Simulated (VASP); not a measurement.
# Si4O7 (a cell with a defect) in VASP: further runs, part 2 of 2

VASP 6.6.1. Earlier steps stand in the parts before.

## Step 4: Single point, PBE

Contents of INCAR:

```
SYSTEM = Si4O7
PREC     = Accurate       ! precision mode
ENCUT    = 520            ! plane-wave cutoff, eV
EDIFF    = 1E-6           ! SCF threshold, eV
ISMEAR   = 0              ! smearing method
SIGMA    = 0.05           ! smearing width, eV
LREAL    = .False.        ! projectors in reciprocal space
LASPH    = .True.         ! aspherical terms in the spheres
NELM     = 60             ! most SCF steps
ALGO     = Normal         ! electronic algorithm
ISIF     = 2              ! what is computed and relaxed
LWAVE    = .False.        ! write WAVECAR
LCHARG   = .True.         ! write CHGCAR
GGA      = PE             ! functional
LELF     = .True.         ! ELF
LVHAR    = .True.       
NBANDS   = 40             ! bands
```

Contents of KPOINTS:

```
regular mesh
0
Gamma
  4 4 4
  0 0 0
```

Contents of POSCAR:

```
Si4O7
1.0
    5.0799801732      0.0000000000      0.0000000000
    0.0000000000      5.0799801732      0.0000000000
    0.0000000000      0.0000000000      7.0914769300
Si O
4 7
Direct
    0.2944292339      0.2944292339      0.0000000000
    0.2055707661      0.7944292339      0.2500000000
    0.7055707661      0.7055707661      0.5000000000
    0.7944292339      0.2055707661      0.7500000000
    0.4053663613      0.7409644515      0.4248320116
    0.7590355485      0.9053663613      0.6748320116
    0.5946336387      0.2590355485      0.9248320116
    0.7409644515      0.4053663613      0.5751679884
    1.2166785671      1.1284166046      0.1857112218
    0.2590355485      0.5946336387      0.0751679884
    0.0946336387      0.2409644515      0.8251679884
```

Potentials or basis: VASP PAW PBE potentials, release 64 (Si, O).

On the command line:

```sh
$ cat potpaw_PBE.64/Si/POTCAR potpaw_PBE.64/O/POTCAR > POTCAR
$ mpirun -np 1 vasp_std > vasp.out
```

OUTCAR:

```text
SYSTEM = Si4O7
   PREC = Accurate
   ENCUT = 520
   EDIFF = 1E-6
   ISMEAR = 0
   LREAL = .False.
   LASPH = .True.
   NELM = 60
   ISIF = 2
   GGA = PE

 ion  position               nearest neighbor table
   1  0.294  0.294  0.000-   9 1.61  11 1.63  10 1.63   7 1.63   2 3.13   4 3.13   2 3.13   4 3.13

   2  0.206  0.794  0.250-   5 1.63  10 1.63   9 1.76   3 3.13   1 3.13   1 3.13   3 3.13
   3  0.706  0.706  0.500-   6 1.63   5 1.63   8 1.63   4 3.13   2 3.13   4 3.13   2 3.13
   4  0.794  0.206  0.750-   7 1.63   8 1.63   6 1.63  11 1.63   1 3.13   3 3.13   3 3.13   1 3.13

   5  0.405  0.741  0.425-   2 1.63   3 1.63
   6  0.759  0.905  0.675-   3 1.63   4 1.63
   7  0.595  0.259  0.925-   4 1.63   1 1.63
   8  0.741  0.405  0.575-   4 1.63   3 1.63
   9  0.217  0.128  0.186-   1 1.61   2 1.76
  10  0.259  0.595  0.075-   2 1.63   1 1.63
  11  0.095  0.241  0.825-   1 1.63   4 1.63

  LATTYP: Found a simple tetragonal cell.
 ALAT       =     5.0799801732
 C/A-ratio  =     1.3959654739

  Lattice vectors:

 A1 = (   5.0799801732,   0.0000000000,   0.0000000000)
 A2 = (   0.0000000000,   5.0799801732,   0.0000000000)
 A3 = (   0.0000000000,   0.0000000000,   7.0914769300)

Analysis of symmetry for initial positions (statically):
=====================================================================
 Subroutine PRICEL returns:
 Original cell was already a primitive cell.

 Routine SETGRP: Setting up the symmetry group for a
 simple tetragonal supercell.

 Subroutine GETGRP returns: Found  1 space group operations
 (whereof  1 operations were pure point group operations)
 out of a pool of 16 trial point group operations.

The static configuration has the point symmetry C_1 .

Analysis of symmetry for dynamics (positions and initial velocities):
=====================================================================
[... 155 lines left out ...]
   AEXX    =    0.0000 exact exchange contribution
   IVDW    =     0    specifies the selected vdW correction
   LEPSILON=     F    determine dielectric tensor
   LRPA    =     F    only Hartree local field effects (RPA)
 non-spin polarized calculation
 Gauss-broadening in eV      SIGMA  =   0.05
  energy-cutoff  :      520.00
  volume of cell :      183.00
 maximum number of plane-waves:      4954
 NGX is ok and might be reduce to    40
   NGX = 19   NGY = 19   NGZ = 27

 number of electron      57.9999989 magnetization

 Free energy of the ion-electron system (eV)
  ---------------------------------------------------
  ext. energy  EPLUGINS =         0.00000000
  ---------------------------------------------------
  free energy    TOTEN  =       -83.48069273 eV

  energy without entropy =      -83.48069273  energy(sigma->0) =      -83.48069273

 E-fermi :   1.8619     XC(G=0):  -7.9301

 val. band max:        1.5846270561   @ k =   0.5000   0.5000   0.5000
 cond. band min:       4.1392602180   @ k =   0.5000   0.0000   0.0000
 fundamental gap:      2.5546331619
 Fermi energy:         1.8619251959

 k-point     1 :       0.0000    0.0000    0.0000
  band No.  band energies     occupation
      1     -19.7505      2.00000
      2     -18.9807      2.00000
      3     -18.7993      2.00000
      4     -18.0139      2.00000
      5     -17.9269      2.00000
      6     -17.8713      2.00000
[... 1021 lines left out ...]
     39       9.7214      0.00000
     40      10.2247      0.00000

 [... further k-points ...]

------------------------ aborting loop because EDIFF is reached ----------------------------------------

  FORCE on cell =-STRESS in cart. coord.  units (eV):
  Direction    XX          YY          ZZ          XY          YZ          ZX
  --------------------------------------------------------------------------------------
  -------------------------------------------------------------------------------------
  Total       -3.3911073     -1.5346712     -0.7735390     -0.8201773      0.6861208      3.8850764
  in kB      -29.6887142    -13.4358515     -6.7722355     -7.1805479      6.0069009     34.0133508
  external PRESSURE =     -16.6322671 kB  Pullay stress =       0.0000000 kB

 VOLUME and BASIS-vectors are now :
 -----------------------------------------------------------------------------
  energy-cutoff  :      520.00
  volume of cell :      183.00
      direct lattice vectors                 reciprocal lattice vectors
     5.079980173  0.000000000  0.000000000     0.196851162  0.000000000  0.000000000
     0.000000000  5.079980173  0.000000000     0.000000000  0.196851162  0.000000000
     0.000000000  0.000000000  7.091476930     0.000000000  0.000000000  0.141014349

 POSITION                                       TOTAL-FORCE (eV/Angst)
 -----------------------------------------------------------------------------------
      1.49569      1.49569      0.00000        -0.214306      0.310331     -0.280912
      1.04430      4.03568      1.77287        -2.568384      1.427739      0.881515
      3.58429      3.58429      3.54574         2.276746      0.299881     -1.398781
      4.03568      1.04430      5.31861         0.194465     -0.061073     -0.114348
      2.05925      3.76408      3.01269         0.206995      0.176499     -0.184607
      3.85589      4.59924      4.78556        -0.098889      0.152905      0.348161
      3.02073      1.31590      6.55842        -0.172742     -0.107321      0.212937
      3.76408      2.05925      4.07879        -0.131484     -0.196037      0.119168
      1.10072      0.65235      1.31697         0.302478     -3.130562      0.711362
      1.31590      3.02073      0.53305         0.166749      1.154553     -0.227701
      0.48074      1.22409      5.85166         0.038373     -0.026916     -0.066794
 -----------------------------------------------------------------------------------
    total drift:                                0.000197     -0.000333     -0.000258

  FREE ENERGIE OF THE ION-ELECTRON SYSTEM (eV)
  ---------------------------------------------------
  free  energy   TOTEN  =       -83.4806927328 eV

  energy  without entropy=      -83.4806927328  energy(sigma->0) =      -83.48069273
```

Run time: 4.1 min. Hardware: 1 thread of Intel Xeon Platinum 8559C (Emerald Rapids), shared host; peak memory 0.38 GiB.

Results:

- Free energy: -83.4807 eV
- Pressure: -1.7 GPa
- Largest force: 3.225 eV/Å
- Band gap on the k mesh: 2.55 eV

Forces on the atoms (eV/Å):
```
Si  -0.214  0.310 -0.281
Si  -2.568  1.428  0.882
Si   2.277  0.300 -1.399
Si   0.194 -0.061 -0.114
O    0.207  0.176 -0.185
O   -0.099  0.153  0.348
O   -0.173 -0.107  0.213
O   -0.131 -0.196  0.119
O    0.302 -3.131  0.711
O    0.167  1.155 -0.228
O    0.038 -0.027 -0.067
```

Levels at points of the mesh, in eV from the valence-band top:
```
           k point  band 27  band 28  band 29  band 30  band 31  band 32
(0.00, 0.00, 0.00)    -2.65    -2.35    -1.12     3.52     4.20     5.63
(0.50, 0.00, 0.00)    -2.75    -2.67    -0.04     2.55     5.08     5.55
(0.00, 0.50, 0.00)    -2.87    -2.66    -0.86     3.66     4.52     5.66
(0.50, 0.50, 0.00)    -2.80    -2.73    -0.07     2.87     4.99     5.38
(0.00, 0.00, 0.50)    -2.67    -2.60    -0.87     2.98     4.88     5.49
(0.50, 0.00, 0.50)    -2.78    -2.38    -0.13     2.68     4.99     5.62
(0.00, 0.50, 0.50)    -2.67    -2.56    -0.99     3.72     5.17     5.47
(0.50, 0.50, 0.50)    -2.89    -2.83     0.00     2.82     5.08     5.34
```

Caveat: the cell differs from its parent crystal (atoms taken out, atom 9 moved 1.000 of the way to it and +0.225 Å across, host rigid).

## Step 5: Summary

| cell | gap on the mesh (eV) | pressure (GPa) | largest force (eV/Å) |
| --- | --- | --- | --- |
| as given, atomic positions A | 2.35 | 11.0 | 40.25 |
| as given, atomic positions B | 2.33 | 7.1 | 22.63 |
| as given, atomic positions C | 2.55 | -1.7 | 3.22 |

Alike in all rows: task single point; level PBE; potentials or basis VASP PAW PBE potentials, release 64 (Si, O); no spin polarisation; k mesh 4 × 4 × 4; cutoff (eV) 520; smearing gaussian 0.05 eV.

Absolute energies hang on the potentials; compare differences alone.
